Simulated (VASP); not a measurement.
Runs of VASP 6.6.1 on SrO. The structure is that of space group Pm-3m (No. 221), or close to it. The cells are those of the table. 

| cell | gap on the mesh (eV) | pressure (GPa) |
| --- | --- | --- |
| a = 2.996 Å, 2 atoms | 2.70 | 17.5 |
| a = 3.154 Å, 2 atoms | 2.75 | (a) |
| a = 3.050 Å, 2 atoms | 2.73 | 9.6 |
| a = 3.103 Å, 2 atoms | 2.75 | 3.6 |
| a = 3.203 Å, 2 atoms | 2.75 | (b) |

Alike in all rows: task single point; level PBE; potentials or basis VASP PAW PBE potentials, release 64 (Sr_sv, O); no spin polarisation; k mesh 6 × 6 × 6; cutoff (eV) 520; smearing gaussian 0.01 eV.

Task: Estimate the missing entries.

Result: (a) -1.0; (b) -4.5.

A k mesh can miss the band edges, and the runs leave out spin-orbit coupling on Sr.
